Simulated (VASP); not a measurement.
# Si (a cell with a defect) in VASP: further runs

Si (a cell with a defect) is run at these levels: r2SCAN; tasks: single point.

All numbers are computed with VASP 6.6.1; they aren't measurements. Logs are shortened: lines on timing, memory, paths and dates and some standing lists are left out, and cuts for length are marked.

## Step 1: The cell of the first run

The cell holds a defect, 15 atoms: a = 7.699 Å, b = 7.699 Å, c = 7.699 Å, α = 60.00°, β = 60.00°, γ = 60.00°.

## Step 2: Single point, r2SCAN (atoms taken out, then relaxed in part)

POSCAR reads:

```
Si
1.0
    0.0000000000      5.4437023800     -5.4437023800
    5.4437023800      5.4437023800      0.0000000000
    5.4437023800      0.0000000000     -5.4437023800
Si
15
Direct
    0.2062464613      0.0979178462      0.0979178462
    0.1274283938      0.6274283938      0.1177148187
    0.5979178462      0.0979178462      0.0979178462
    0.5979178462      0.7062464613      0.0979178462
    0.1274283938      0.1177148187      0.6274283938
    0.1274283938      0.6274283938      0.6274283938
    0.5979178462      0.0979178462      0.7062464613
    0.6177148187      0.6274283938      0.6274283938
    0.2415625632      0.7415625632      0.2584374368
    0.2415625632      0.2584374368      0.2584374368
    0.7584374368      0.7415625632      0.2584374368
    0.2500000000      0.7500000000      0.7500000000
    0.2415625632      0.2584374368      0.7415625632
    0.7584374368      0.7415625632      0.7415625632
    0.7584374368      0.2584374368      0.7415625632
```

INCAR.step1 reads:

```
SYSTEM = Si
PREC = Accurate
ENCUT = 520
ISMEAR = 0
SIGMA = 0.02
LREAL = Auto
LASPH = .True.
NELM = 80
NELECT = 58.0
NBANDS = 43
GGA = PE
ALGO = Normal
EDIFF = 1E-4
LWAVE = .True.
LCHARG = .False.
```

INCAR.step2 reads:

```
SYSTEM = Si
PREC = Accurate
ENCUT = 520
EDIFF = 1E-6
ISMEAR = 0
SIGMA = 0.02
LREAL = Auto
LASPH = .True.
NELM = 80
ALGO = Normal
ISIF = 2
LWAVE = .False.
LCHARG = .True.
METAGGA = R2SCAN
LMIXTAU = .True.
LELF = .True.
LVHAR = .True.
NELECT = 58.0
NBANDS = 43
ISTART = 1
```

KPOINTS reads:

```
regular mesh
0
Gamma
  2 2 2
  0 0 0
```

Potentials or basis: VASP PAW PBE potentials, release 64 (Si).

Started as:

```console
> cat potpaw_PBE.64/Si/POTCAR > POTCAR
> cp INCAR.step1 INCAR
> mpirun -np 1 vasp_std > vasp.out
> cp INCAR.step2 INCAR
> mpirun -np 1 vasp_std > vasp.out
```

OUTCAR:

```text
SYSTEM = Si
   PREC = Accurate
   ENCUT = 520
   EDIFF = 1E-6
   ISMEAR = 0
   LREAL = Auto
   LASPH = .True.
   NELM = 80
   ISIF = 2
   METAGGA = R2SCAN
   NELECT = 58.0
   ISTART = 1

 ion  position               nearest neighbor table
   1  0.206  0.098  0.098-   9 2.31  13 2.31  10 2.31   3 3.02   4 3.02   7 3.02
   2  0.127  0.627  0.118-  12 2.31   9 2.32  11 2.32  10 2.32
   3  0.598  0.098  0.098-  10 2.31  15 2.31  11 2.31   1 3.02   4 3.02   7 3.02
   4  0.598  0.706  0.098-   9 2.31  14 2.31  11 2.31   1 3.02   3 3.02   7 3.02
   5  0.127  0.118  0.627-  12 2.31  13 2.32  10 2.32  15 2.32
   6  0.127  0.627  0.627-  12 2.31   9 2.32  13 2.32  14 2.32
   7  0.598  0.098  0.706-  13 2.31  14 2.31  15 2.31   1 3.02   3 3.02   4 3.02
   8  0.618  0.627  0.627-  12 2.31  14 2.32  11 2.32  15 2.32
   9  0.242  0.742  0.258-   1 2.31   4 2.31   2 2.32   6 2.32
  10  0.242  0.258  0.258-   3 2.31   1 2.31   2 2.32   5 2.32
  11  0.758  0.742  0.258-   3 2.31   4 2.31   2 2.32   8 2.32
  12  0.250  0.750  0.750-   6 2.31   5 2.31   2 2.31   8 2.31
  13  0.242  0.258  0.742-   1 2.31   7 2.31   5 2.32   6 2.32
  14  0.758  0.742  0.742-   4 2.31   7 2.31   8 2.32   6 2.32
  15  0.758  0.258  0.742-   3 2.31   7 2.31   5 2.32   8 2.32

  LATTYP: Found a face centered cubic cell.
 ALAT       =    10.8874047600

  Lattice vectors:

 A1 = (   0.0000000000,   5.4437023800,  -5.4437023800)
 A2 = (   5.4437023800,   5.4437023800,   0.0000000000)
 A3 = (   5.4437023800,   0.0000000000,  -5.4437023800)

Analysis of symmetry for initial positions (statically):
=====================================================================
 Subroutine PRICEL returns:
 Original cell was already a primitive cell.

 Routine SETGRP: Setting up the symmetry group for a
 face centered cubic supercell.

 Subroutine GETGRP returns: Found 24 space group operations
 (whereof  4 operations were pure point group operations)
 out of a pool of 48 trial point group operations.

The static configuration has the point symmetry C_2v.
 The point group associated with its full space group is T_d .

Analysis of symmetry for dynamics (positions and initial velocities):
=====================================================================
 Subroutine PRICEL returns:
 Original cell was already a primitive cell.

 Routine SETGRP: Setting up the symmetry group for a
 face centered cubic supercell.

 Subroutine GETGRP returns: Found 24 space group operations
 (whereof  4 operations were pure point group operations)
 out of a pool of 48 trial point group operations.

The dynamic configuration has the point symmetry C_2v.
 The point group associated with its full space group is T_d .

 Subroutine INISYM returns: Found 24 space group operations
 (whereof  4 operations are pure point group operations),
 and found     1 'primitive' translations

----------------------------------------------------------------------------------------

                                     Primitive cell

  volume of cell :     322.6362

  direct lattice vectors                    reciprocal lattice vectors
     0.000000000  5.443702380 -5.443702380    -0.091849254  0.091849254 -0.091849254
     5.443702380  5.443702380  0.000000000     0.091849254  0.091849254  0.091849254
     5.443702380  0.000000000 -5.443702380     0.091849254 -0.091849254 -0.091849254

  length of vectors
     7.698557735  7.698557735  7.698557735     0.159087574  0.159087574  0.159087574

  position of ions in fractional coordinates (direct lattice)
     0.206246461  0.097917846  0.097917846
     0.127428394  0.627428394  0.117714819
     0.597917846  0.097917846  0.097917846
     0.597917846  0.706246461  0.097917846
     0.127428394  0.117714819  0.627428394
     0.127428394  0.627428394  0.627428394
     0.597917846  0.097917846  0.706246461
     0.617714819  0.627428394  0.627428394
     0.241562563  0.741562563  0.258437437
     0.241562563  0.258437437  0.258437437
     0.758437437  0.741562563  0.258437437
     0.250000000  0.750000000  0.750000000
     0.241562563  0.258437437  0.741562563
     0.758437437  0.741562563  0.741562563
     0.758437437  0.258437437  0.741562563

  ion indices of the primitive-cell ions
   primitive index   ion index
                 1           1
                 2           2
                 3           3
                 4           4
                 5           5
                 6           6
                 7           7
                 8           8
                 9           9
                10          10
                11          11
                12          12
                13          13
                14          14
                15          15

----------------------------------------------------------------------------------------

 KPOINTS: regular mesh

Automatic generation of k-mesh.
 Grid dimensions read from file:
 generate k-points for:    2    2    2

 Generating k-lattice:

  Cartesian coordinates                     Fractional coordinates (reciprocal lattice)
    -0.045924627  0.045924627 -0.045924627     0.500000000  0.000000000  0.000000000
     0.045924627  0.045924627  0.045924627     0.000000000  0.500000000  0.000000000
     0.045924627 -0.045924627 -0.045924627     0.000000000  0.000000000  0.500000000

  Length of vectors
     0.079543787  0.079543787  0.079543787

  Shift w.r.t. Gamma in fractional coordinates (k-lattice)
     0.000000000  0.000000000  0.000000000

 Subroutine IBZKPT returns following result:
 ===========================================

 Found      3 irreducible k-points:

 Following reciprocal coordinates:
            Coordinates               Weight
  0.000000  0.000000  0.000000      1.000000
  0.500000  0.000000  0.000000      4.000000
  0.500000  0.500000  0.000000      3.000000
   k-points           NKPTS =      3   k-points in BZ     NKDIM =      3   number of bands    NBANDS=     43
   number of dos      NEDOS =    301   number of ions     NIONS =     15
   total plane-waves  NPLWV = 216000
   dimension x,y,z NGX =    60 NGY =   60 NGZ =   60
   dimension x,y,z NGXF=   120 NGYF=  120 NGZF=  120
   ions per type =              15
   NGX,Y,Z   is equivalent  to a cutoff of  12.96, 12.96, 12.96 a.u.
   NGXF,Y,Z  is equivalent  to a cutoff of  25.91, 25.91, 25.91 a.u.
 SYSTEM =  Si
   PREC   = accura    normal or accurate (medium, high low for compatibility)
   ISTART =      1    job   : 0-new  1-cont  2-samecut
   ICHARG =      0    charge: 1-file 2-atom 10-const
   ISPIN  =      1    spin polarized calculation?
   LNONCOLLINEAR =      F non collinear calculations
   LSORBIT =      F    spin-orbit coupling
   LASPH  =      T    aspherical Exc in radial PAW
   ENCUT  =  520.0 eV  38.22 Ry    6.18 a.u.  14.31 14.31 14.31*2*pi/ulx,y,z
   NELM   =     80;   NELMIN=  2; NELMDL=  0     # of ELM steps
   EDIFF  = 0.1E-05   stopping-criterion for ELM
   LREAL  =      T    real-space projection
   EDIFFG = 0.1E-04   stopping-criterion for IOM
   NSW    =      0    number of steps for IOM
   IBRION =     -1    ionic relax: 0-MD 1-quasi-New 2-CG
   NFREE  =      0    steps in history (QN), initial steepest desc. (CG)
   ISIF   =      2    stress and relaxation
   ISYM   =      2    0-nonsym 1-usesym 2-fastsym
   POTIM  = 0.5000    time-step for ionic-motion
   TEBEG  =    0.0;   TEEND  =   0.0 temperature during run
   PSTRESS=    0.0 pullay stress
   NELECT =      58.0000    total number of electrons
   NUPDOWN=      -1.0000    fix difference up-down
   EMIN   =  10.00;   EMAX   =-10.00  energy-range for DOS
   EFERMI =   0.00;   METHOD = LEGACY
   ISMEAR =     0;   SIGMA  =   0.02  broadening in eV -4-tet -1-fermi 0-gaus
   EFERMI_NEDOS =   21; number of points for ismear=-14 and -15
   IALGO  =     38    algorithm
   IMIX   =      4    mixing-type and parameters
     AMIX     =   0.40;   BMIX     =  1.00
     AMIX_MAG =   1.60;   BMIX_MAG =  1.00
  volume/ion in A,a.u.               =      21.51       145.15
  Fermi-wavevector in a.u.,A,eV,Ry     =   0.923946  1.746004 11.614963  0.853676
  Thomas-Fermi vector in A             =   2.049638
   LORBIT       =      0    0 simple, 1 ext, 2 COOP (PROOUT), +10 PAW based schemes
   METAGGA = R2SCAN    functional components
   LHFCALC =     F    Hartree Fock is set to
   AEXX    =    0.0000 exact exchange contribution
   IVDW    =     0    specifies the selected vdW correction
   LEPSILON=     F    determine dielectric tensor
   LRPA    =     F    only Hartree local field effects (RPA)
 non-spin polarized calculation
 Gauss-broadening in eV      SIGMA  =   0.02
  energy-cutoff  :      520.00
  volume of cell :      322.64
 maximum number of plane-waves:      8694
 NGX is ok and might be reduce to    60
   NGX = 29   NGY = 29   NGZ = 29

 number of electron      58.0000001 magnetization

 Free energy of the ion-electron system (eV)
  ---------------------------------------------------
  ext. energy  EPLUGINS =         0.00000000
  ---------------------------------------------------
  free energy    TOTEN  =      -137.96741639 eV

  energy without entropy =     -137.96741639  energy(sigma->0) =     -137.96741639

 E-fermi :   4.2394     XC(G=0):  -9.2445

 val. band max:        4.1434626150   @ k =   0.0000   0.0000   0.0000
 cond. band min:       5.8024037773   @ k =   0.5000   0.0000   0.0000
 fundamental gap:      1.6589411623
 Fermi energy:         4.2394298656

 k-point     1 :       0.0000    0.0000    0.0000
  band No.  band energies     occupation
      1      -7.6155      2.00000
      2      -5.1852      2.00000
      3      -5.1852      2.00000
      4      -5.1852      2.00000
      5      -5.1452      2.00000
      6      -3.2978      2.00000
[... 33 lines left out ...]
     40       7.8588      0.00000
     41       7.8588      0.00000

 k-point     2 :       0.5000    0.0000    0.0000
  band No.  band energies     occupation
      1      -7.0924      2.00000
      2      -6.5336      2.00000
      3      -5.0097      2.00000
      4      -4.7806      2.00000
      5      -4.7806      2.00000
      6      -4.6801      2.00000
[... 33 lines left out ...]
     40       8.6852      0.00000
     41       8.6852      0.00000

 k-point     3 :       0.5000    0.5000    0.0000
  band No.  band energies     occupation
      1      -6.9408      2.00000
      2      -6.1795      2.00000
      3      -5.7658      2.00000
      4      -5.4032      2.00000
      5      -5.4032      2.00000
      6      -4.3452      2.00000
[... 33 lines left out ...]
     40       9.5688      0.00000
     41       9.5688      0.00000
 [bands above 41 left out]

------------------------ aborting loop because EDIFF is reached ----------------------------------------

  FORCE on cell =-STRESS in cart. coord.  units (eV):
  Direction    XX          YY          ZZ          XY          YZ          ZX
  --------------------------------------------------------------------------------------
  -------------------------------------------------------------------------------------
  Total      -12.7369595    -12.7369595    -12.7369595      0.0000000      0.0000000      0.0000000
  in kB      -63.2503940    -63.2503940    -63.2503940      0.0000000      0.0000000      0.0000000
  external PRESSURE =     -63.2503940 kB  Pullay stress =       0.0000000 kB

 VOLUME and BASIS-vectors are now :
 -----------------------------------------------------------------------------
  energy-cutoff  :      520.00
  volume of cell :      322.64
      direct lattice vectors                 reciprocal lattice vectors
     0.000000000  5.443702380 -5.443702380    -0.091849254  0.091849254 -0.091849254
     5.443702380  5.443702380  0.000000000     0.091849254  0.091849254  0.091849254
     5.443702380  0.000000000 -5.443702380     0.091849254 -0.091849254 -0.091849254

 POSITION                                       TOTAL-FORCE (eV/Angst)
 -----------------------------------------------------------------------------------
      1.06607      1.65578     -1.65578        -0.004913      0.004913     -0.004913
      4.05634      4.10922     -1.33449         0.011562     -0.011562     -0.011562
      1.06607      3.78792     -3.78792        -0.004913     -0.004913      0.004913
      4.37763      7.09948     -3.78792         0.004913      0.004913      0.004913
      4.05634      1.33449     -4.10922         0.011562      0.011562      0.011562
      6.83107      4.10922     -4.10922        -0.011562     -0.011562      0.011562
      4.37763      3.78792     -7.09948         0.004913     -0.004913     -0.004913
      6.83107      6.77819     -6.77819        -0.011562      0.011562     -0.011562
      5.44370      5.35184     -2.72185        -0.000000      0.006616     -0.000000
      2.81371      2.72185     -2.72185        -0.006616      0.000000     -0.000000
      5.44370      8.16555     -5.53556        -0.000000      0.000000      0.006616
      8.16555      5.44370     -5.44370        -0.000000      0.000000     -0.000000
      5.44370      2.72185     -5.35184        -0.000000      0.000000     -0.006616
      8.07369      8.16555     -8.16555         0.006616      0.000000     -0.000000
      5.44370      5.53556     -8.16555        -0.000000     -0.006616     -0.000000
 -----------------------------------------------------------------------------------
    total drift:                               -0.000005     -0.000005      0.000005

  FREE ENERGIE OF THE ION-ELECTRON SYSTEM (eV)
  ---------------------------------------------------
  free  energy   TOTEN  =      -137.9674163897 eV

  energy  without entropy=     -137.9674163897  energy(sigma->0) =     -137.96741639
```

Wall time 2.5 min (1 thread of Intel Xeon 6975P-C (Granite Rapids), shared host); peak memory 0.51 GiB.

What came out:

```
Free energy   : -137.9674 eV
Largest force : 0.020 eV/Å
```

Forces on the atoms (eV/Å):
```
Si  -0.005  0.005 -0.005
Si   0.012 -0.012 -0.012
Si  -0.005 -0.005  0.005
Si   0.005  0.005  0.005
Si   0.012  0.012  0.012
Si  -0.012 -0.012  0.012
Si   0.005 -0.005 -0.005
Si  -0.012  0.012 -0.012
Si   0.000  0.007  0.000
Si  -0.007  0.000  0.000
Si   0.000  0.000  0.007
Si   0.000  0.000  0.000
Si   0.000  0.000 -0.007
Si   0.007  0.000  0.000
Si   0.000 -0.007  0.000
```

Levels at points of the mesh, in eV from the Fermi level:
| k point | band 26 | band 27 | band 28 | band 29 | band 30 | band 31 | band 32 | band 33 |
| --- | --- | --- | --- | --- | --- | --- | --- | --- |
| (0.00, 0.00, 0.00) | -0.11 | -0.10 | -0.10 | -0.10 | 1.60 | 1.79 | 1.79 | 1.79 |
| (0.50, 0.00, 0.00) | -1.07 | -0.90 | -0.14 | -0.14 | 1.56 | 2.28 | 2.51 | 2.51 |
| (0.50, 0.50, 0.00) | -1.03 | -1.03 | -0.66 | -0.12 | 1.62 | 2.40 | 2.65 | 2.80 |

Caveat: the k points lie up to 0.50 Å⁻¹ apart; the cell carries a net charge on a neutralising background, which shifts energy and pressure; the cell differs from its parent crystal (atoms taken out, then relaxed in part); the cell is charged against a uniform background, so pressure and absolute levels hang on convention; the PAW data sets were made with another functional, which shifts forces and pressure a little.

(Part 1 of 2 ends here.)
